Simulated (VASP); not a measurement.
# AlAs in VASP: further runs

The runs below take AlAs through single point, with PBE+D3(BJ).

All numbers are computed with VASP 6.6.1; they aren't measurements. Logs are shortened: lines on timing, memory, paths and dates and some standing lists are left out, and cuts for length are marked.

## (1) The cell of the first run

The cell holds a slab with vacuum, 16 atoms: a = 8.010 Å, b = 8.010 Å, c = 20.088 Å, α = 90.00°, β = 90.00°, γ = 120.00°.

## (2) Single point, PBE+D3(BJ)

File INCAR:

```
SYSTEM = AlAs
ALGO = Normal
DIPOL = 0.5 0.5 0.502
EDIFF = 1E-6
ENCUT = 520
GGA = PE
IDIPOL = 3
ISIF = 2
ISMEAR = 0
IVDW = 12
LASPH = .TRUE.
LCHARG = .FALSE.
LDIPOL = .TRUE.
LREAL = Auto
LWAVE = .FALSE.
NBANDS = 46
NELM = 100
PREC = Accurate
SIGMA = 0.05
```

File KPOINTS:

```
k-points
0
G
  2 2 1
  0 0 0
```

File POSCAR:

```
AlAs
1.0
    8.0103882425      0.0000000000      0.0000000000
   -4.0051941213      6.9371997122      0.0000000000
    0.0000000000      0.0000000000     20.0877841325
As Al
8 8
Direct
    0.5000000000      0.0000000000      0.3982519897
    0.5000000000      0.5000000000      0.3982519897
    0.0000000000      0.0000000000      0.3982519897
    0.0000000000      0.5000000000      0.3982519897
    0.6666666667      0.8333333333      0.5711887791
    0.6666666667      0.3333333333      0.5711887791
    0.1666666667      0.8333333333      0.5711887791
    0.1666666667      0.3333333333      0.5711887791
    0.1666666667      0.8333333333      0.4389511938
    0.1666666667      0.3333333333      0.4389511938
    0.6666666667      0.8333333333      0.4389511938
    0.6666666667      0.3333333333      0.4389511938
    0.3333333333      0.6666666667      0.5991925008
    0.3333333333      0.1666666667      0.5991925008
    0.8333333333      0.6666666667      0.5991925008
    0.8333333333      0.1666666667      0.5991925008
```

Potentials or basis: VASP PAW PBE potentials, release 64 (As, Al).

Launch:

```
$ cat potpaw_PBE.64/As/POTCAR potpaw_PBE.64/Al/POTCAR > POTCAR
$ mpirun -np 1 vasp_std > vasp.out
```

OUTCAR:

```text
SYSTEM = AlAs
   EDIFF = 1E-6
   ENCUT = 520
   GGA = PE
   ISIF = 2
   ISMEAR = 0
   IVDW = 12
   LASPH = .TRUE.
   LREAL = Auto
   NELM = 100
   PREC = Accurate
 IVDW          = 12

 ion  position               nearest neighbor table
   1  0.500  0.000  0.398-   9 2.45  12 2.45  11 2.45
   2  0.500  0.500  0.398-  10 2.45  11 2.45  12 2.45
   3  0.000  0.000  0.398-  11 2.45  10 2.45   9 2.45
   4  0.000  0.500  0.398-  12 2.45   9 2.45  10 2.45
   5  0.667  0.833  0.571-  15 2.38  13 2.38  16 2.38  11 2.66
   6  0.667  0.333  0.571-  16 2.38  14 2.38  15 2.38  12 2.66
   7  0.167  0.833  0.571-  13 2.38  15 2.38  14 2.38   9 2.66
   8  0.167  0.333  0.571-  14 2.38  16 2.38  13 2.38  10 2.66
   9  0.167  0.833  0.439-   1 2.45   4 2.45   3 2.45   7 2.66
  10  0.167  0.333  0.439-   2 2.45   3 2.45   4 2.45   8 2.66
  11  0.667  0.833  0.439-   3 2.45   2 2.45   1 2.45   5 2.66
  12  0.667  0.333  0.439-   4 2.45   1 2.45   2 2.45   6 2.66
  13  0.333  0.667  0.599-   7 2.38   5 2.38   8 2.38
  14  0.333  0.167  0.599-   8 2.38   6 2.38   7 2.38
  15  0.833  0.667  0.599-   5 2.38   7 2.38   6 2.38
  16  0.833  0.167  0.599-   6 2.38   8 2.38   5 2.38
[... 7 lines left out ...]
 A1 = (   8.0103882425,   0.0000000000,   0.0000000000)
 A2 = (  -4.0051941213,   6.9371997122,   0.0000000000)
 A3 = (   0.0000000000,   0.0000000000,  20.0877841325)

Analysis of symmetry for initial positions (statically):
=====================================================================
 Subroutine PRICEL returns following result:

  LATTYP: Found a hexagonal cell.
 ALAT       =     4.0051941213
 C/A-ratio  =     5.0154333409

  Lattice vectors:

 A1 = (   4.0051941213,   0.0000000000,   0.0000000000)
 A2 = (  -2.0025970606,   3.4685998561,   0.0000000000)
 A3 = (   0.0000000000,   0.0000000000,  20.0877841325)

   4 primitive cells build up your supercell.

 Routine SETGRP: Setting up the symmetry group for a
 hexagonal supercell.

 Subroutine GETGRP returns: Found  6 space group operations
 (whereof  6 operations were pure point group operations)
 out of a pool of 24 trial point group operations.

The static configuration has the point symmetry C_3v.

Analysis of symmetry for dynamics (positions and initial velocities):
=====================================================================
 Subroutine PRICEL returns following result:

  LATTYP: Found a hexagonal cell.
 ALAT       =     4.0051941213
 C/A-ratio  =     5.0154333409

  Lattice vectors:

 A1 = (   4.0051941213,   0.0000000000,   0.0000000000)
 A2 = (  -2.0025970606,   3.4685998561,   0.0000000000)
 A3 = (   0.0000000000,   0.0000000000,  20.0877841325)

[... 110 lines left out ...]
     AMIX_MAG =   1.60;   BMIX_MAG =  1.00
  volume/ion in A,a.u.               =      69.77       470.81
  Fermi-wavevector in a.u.,A,eV,Ry     =   0.631265  1.192917  5.421857  0.398495
  Thomas-Fermi vector in A             =   1.694180
   LORBIT       =      0    0 simple, 1 ext, 2 COOP (PROOUT), +10 PAW based schemes
   GGA     = PE    functional components
   LHFCALC =     F    Hartree Fock is set to
   AEXX    =    0.0000 exact exchange contribution
   IVDW    =    12    specifies the selected vdW correction
   LEPSILON=     F    determine dielectric tensor
   LRPA    =     F    only Hartree local field effects (RPA)
 non-spin polarized calculation
 Gauss-broadening in eV      SIGMA  =   0.05
  energy-cutoff  :      520.00
  volume of cell :     1116.27
 maximum number of plane-waves:     30076
 NGX is ok and might be reduce to    60
   NGX = 29   NGY = 29   NGZ = 75

 number of electron      63.9999995 magnetization

 dipolmoment           0.000000      0.000000     -0.794251 electrons x Angstroem

 Free energy of the ion-electron system (eV)
  ---------------------------------------------------
  ext. energy  EPLUGINS =         0.00000000
  ---------------------------------------------------
  free energy    TOTEN  =       -67.31087588 eV

  energy without entropy =      -67.31080118  energy(sigma->0) =      -67.31083853

 E-fermi :  -1.2270     XC(G=0):  -3.6674

 val. band max:       -1.3491673909   @ k =   0.0000   0.0000   0.0000
 cond. band min:      -1.0947359197   @ k =   0.5000   0.0000   0.0000
 fundamental gap:      0.2544314712
 Fermi energy:        -1.2270037041

 k-point     1 :       0.0000    0.0000    0.0000
  band No.  band energies     occupation
      1     -14.3097      2.00000
      2     -13.1823      2.00000
      3     -13.1823      2.00000
      4     -13.1823      2.00000
      5     -12.0000      2.00000
      6     -10.8899      2.00000
[... 36 lines left out ...]
     43       1.1306      0.00000
     44       1.3163      0.00000

 k-point     2 :       0.5000    0.0000    0.0000
  band No.  band energies     occupation
      1     -13.8384      2.00000
      2     -13.8384      2.00000
      3     -13.2033      2.00000
      4     -13.2033      2.00000
      5     -11.5304      2.00000
      6     -11.5304      2.00000
[... 36 lines left out ...]
     43       1.9625      0.00000
     44       1.9625      0.00000
 [bands above 44 left out]

------------------------ aborting loop because EDIFF is reached ----------------------------------------

 vacuum level on the upper side and lower side of the slab       (xc-potential included)        -1.270         1.196

 Edisp (eV)   -3.36154

 E8    (eV) :    -1.5371

  FORCE on cell =-STRESS in cart. coord.  units (eV):
  Direction    XX          YY          ZZ          XY          YZ          ZX
  --------------------------------------------------------------------------------------
  -------------------------------------------------------------------------------------
  Total       2.83258     2.83258    -2.23567    -0.00000    -0.00000    -0.00000
  in kB       4.06558     4.06558    -3.20884    -0.00000    -0.00000    -0.00000
  external pressure =        1.64 kB  Pullay stress =        0.00 kB

 VOLUME and BASIS-vectors are now :
 -----------------------------------------------------------------------------
  energy-cutoff  :      520.00
  volume of cell :     1116.27
      direct lattice vectors                 reciprocal lattice vectors
     8.010388242  0.000000000  0.000000000     0.124837894  0.072075192  0.000000000
    -4.005194121  6.937199712  0.000000000     0.000000000  0.144150384  0.000000000
     0.000000000  0.000000000 20.087784133     0.000000000  0.000000000  0.049781499

 POSITION                                       TOTAL-FORCE (eV/Angst)
 -----------------------------------------------------------------------------------
      4.00519      0.00000      8.00000         0.000000     -0.000000      0.693330
      2.00260      3.46860      8.00000         0.000000     -0.000000      0.693330
      0.00000      0.00000      8.00000         0.000000     -0.000000      0.693330
     -2.00260      3.46860      8.00000         0.000000     -0.000000      0.693330
      2.00260      5.78100     11.47392         0.000000     -0.000000     -0.003948
      4.00519      2.31240     11.47392         0.000000     -0.000000     -0.003948
[... 8 lines left out ...]
      4.00519      4.62480     12.03645         0.000000      0.000000      0.009883
      6.00779      1.15620     12.03645        -0.000000      0.000000      0.009883
 -----------------------------------------------------------------------------------
    total drift:                                0.000001     -0.000001     -0.059438

  FREE ENERGIE OF THE ION-ELECTRON SYSTEM (eV)
  ---------------------------------------------------
  free  energy   TOTEN  =       -70.6724138796 eV

  energy  without entropy=      -70.6723391717  energy(sigma->0) =      -70.67237653

 vacuum level on the upper side and lower side of the slab         1.603         4.186
```

OSZICAR:

```text
N       E                     dE             d eps       ncg     rms          rms(c)
DAV:   1     0.354376332383E+03    0.35438E+03   -0.18537E+04   184   0.964E+02
DAV:   2    -0.166507786390E+02   -0.37103E+03   -0.35204E+03   264   0.166E+02
DAV:   3    -0.693426644389E+02   -0.52692E+02   -0.51990E+02   224   0.631E+01
[... 17 lines left out ...]
DAV:  21    -0.673108444236E+02   -0.65724E-04   -0.46799E-06   166   0.397E-03    0.144E-03
DAV:  22    -0.673108678503E+02   -0.23427E-04   -0.16851E-06   158   0.230E-03    0.495E-04
DAV:  23    -0.673108728567E+02   -0.50064E-05   -0.24037E-07   162   0.108E-03    0.307E-04
DAV:  24    -0.673108753778E+02   -0.25211E-05   -0.17441E-07   154   0.652E-04    0.138E-04
DAV:  25    -0.673108758849E+02   -0.50707E-06   -0.40726E-08   152   0.351E-04
   1 F= -.70672414E+02 E0= -.70672377E+02  d E =-.747080E-04
```

stdout:

```text
POSCAR found type information on POSCAR AsAl
 POSCAR found :  2 types and      16 ions
 scaLAPACK will be used
 LDA part: xc-table for (Slater+PW92), standard interpolation
 POSCAR, INCAR and KPOINTS ok, starting setup
 FFT: planning ... GRIDC
 FFT: planning ... GRID_SOFT
 FFT: planning ... GRID
 WAVECAR not read
 entering main loop
```

Run time: 5 min. Hardware: 1 thread of Intel Xeon Platinum 8375C at 2.90GHz (Ice Lake), shared host; peak memory 0.9 GiB.

Results:

```yaml
Free_energy: -70.6724 eV
Largest_force: 0.699 eV/Å
Band_gap_on_the_k_mesh: 0.25 eV
Dispersion_energy_per_atom: -0.210 eV
```

Forces on the atoms (eV/Å):
```
As   0.000  0.000  0.693
As   0.000  0.000  0.693
As   0.000  0.000  0.693
As   0.000  0.000  0.693
As   0.000  0.000 -0.004
As   0.000  0.000 -0.004
As   0.000  0.000 -0.004
As   0.000  0.000 -0.004
Al   0.000  0.000 -0.699
Al   0.000  0.000 -0.699
Al   0.000  0.000 -0.699
Al   0.000  0.000 -0.699
Al   0.000  0.000  0.010
Al   0.000  0.000  0.010
Al   0.000  0.000  0.010
Al   0.000  0.000  0.010
```

Levels at points of the mesh, in eV from the valence-band top:
| k point | band 30 | band 31 | band 32 | band 33 | band 34 | band 35 |
| --- | --- | --- | --- | --- | --- | --- |
| (0.00, 0.00, 0.00) | -1.04 | 0.00 | 0.00 | 0.46 | 0.49 | 0.49 |
| (0.50, 0.00, 0.00) | -0.66 | -0.46 | -0.46 | 0.25 | 0.25 | 0.67 |

Caveat: the k points lie up to 0.45 Å⁻¹ apart.

## (3) Single point, PBE+D3(BJ)

This run uses another cell than the first one, of 82.99 Å³/atom, 1.190 times its volume.

File INCAR:

```
PREC = Accurate
ENCUT = 520
EDIFF = 1E-6
ISMEAR = 0
SIGMA = 0.05
LREAL = Auto
LASPH = True
NELM = 80
ALGO = Normal
ISIF = 2
LWAVE = False
LCHARG = False
LDIPOL = True
IDIPOL = 3
DIPOL = 0.5 0.5 0.410
GGA = PE
IVDW = 12
NBANDS = 46
```

File KPOINTS:

```
regular mesh
0
Gamma
  2 2 1
```

File POSCAR:

```
AlAs
1.0
    8.0103882437      0.0000000000      0.0000000000
   -4.0051941218      6.9371997132      0.0000000000
    0.0000000000      0.0000000000     23.8960841330
As Al
8 8
Direct
    0.5000000000      0.0000000000      0.3347828856
    0.5000000000      0.5000000000      0.3347828856
    0.0000000000      0.0000000000      0.3347828856
    0.0000000000      0.5000000000      0.3347828856
    0.6664772870      0.8334153515      0.4843843959
    0.6806162693      0.3387672844      0.4816190902
    0.1610177745      0.8191246378      0.4815340331
    0.1573725206      0.3423848268      0.4823822494
    0.1666666667      0.8333333333      0.3689958897
    0.1666666667      0.3333333333      0.3689958897
    0.6666666667      0.8333333333      0.3689958897
    0.6666666667      0.3333333333      0.3689958897
    0.3402453991      0.6697358351      0.4435031532
    0.3316950017      0.1680598448      0.4810877837
    0.8304657417      0.6692346414      0.4456724272
    0.8300260669      0.1596298165      0.4434942027
```

Potentials or basis: VASP PAW PBE potentials, release 64 (As, Al).

Launch:

```
$ cat potpaw_PBE.64/As/POTCAR potpaw_PBE.64/Al/POTCAR > POTCAR
$ mpirun -np 1 vasp_std > vasp.out
```

Wall time 10 min (1 thread of Intel Xeon Platinum 8559C (Emerald Rapids), shared host); peak memory 1.1 GiB.

Results (log left out):

```
Free energy                : -72.3008 eV
Largest force              : 0.545 eV/Å
Band gap on the k mesh     : 0.55 eV, direct
Dispersion energy per atom : -0.225 eV
```

Forces on the atoms (eV/Å):
```
As   0.233 -0.133 -0.116
As  -0.029  0.249 -0.108
As  -0.230 -0.099 -0.109
As   0.016 -0.009  0.131
As  -0.010  0.005 -0.001
As  -0.143 -0.051  0.160
As  -0.029  0.152  0.166
As   0.142 -0.082  0.129
Al  -0.025  0.282  0.168
Al   0.241 -0.141  0.143
Al   0.039 -0.022 -0.312
Al  -0.256 -0.121  0.169
Al   0.115  0.051  0.048
Al   0.022 -0.013 -0.544
Al  -0.100  0.058  0.026
Al   0.012 -0.125  0.048
```

Levels at points of the mesh, in eV from the valence-band top:
```tsv
k point	band 28	band 29	band 30	band 31	band 32	band 33	band 34	band 35	band 36	band 37
(0.00, 0.00, 0.00)	-0.76	-0.75	-0.51	0.00	0.00	0.55	0.56	0.99	1.52	2.20
(0.50, 0.00, 0.00)	-0.49	-0.41	-0.30	-0.24	-0.17	1.33	1.44	1.51	1.96	2.69
(0.00, 0.50, 0.00)	-0.49	-0.41	-0.30	-0.24	-0.17	1.33	1.44	1.51	1.96	2.69
(0.50, 0.50, 0.00)	-0.48	-0.42	-0.30	-0.24	-0.17	1.35	1.44	1.50	1.95	2.71
```

Caveat: the k points lie up to 0.45 Å⁻¹ apart.
